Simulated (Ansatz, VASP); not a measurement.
## One calculation of BaRu3, two programs

```
Ba Ru
1.0
     4.30565    0.00000    0.00000
     0.00000    4.30565    0.00000
     0.00000    0.00000    4.30565
Ba Ru
1 3
Direct
  0.00000 0.00000 0.00000
  0.00000 0.50000 0.50000
  0.50000 0.50000 0.00000
  0.50000 0.00000 0.50000
```

Alike in both runs: task single point; functional PBEsol; k mesh 8 × 8 × 8; occupations gaussian, width 0.05 eV; no spin polarisation.

```csv
,VASP,Ansatz
version,VASP 6.6.1,Ansatz 0.2.0
potentials or method,"VASP PAW PBE potentials, release 64 (Ba_sv, Ru_pv), cutoff 520 eV","scalar-relativistic, plane waves, PAW"
valence electrons in the cell,52,58
```

|  | VASP | Ansatz | Ansatz less VASP |
| --- | --- | --- | --- |
| gap on the k mesh at the Fermi level (eV) | none | none | - |
| pressure (GPa) | -12.2 | -14.7 | -2.59 |

VASP's potentials were made for PBE, not for PBEsol. A gap of «none» marks a metal or a gap that the smearing closes. With one functional, cell and mesh, what is left measures potentials, basis and numerics. VASP's potentials hold 52 valence electrons a cell and Ansatz's 58, so a difference there can come from the potentials and not from the codes.

Neither program's run includes spin-orbit coupling.
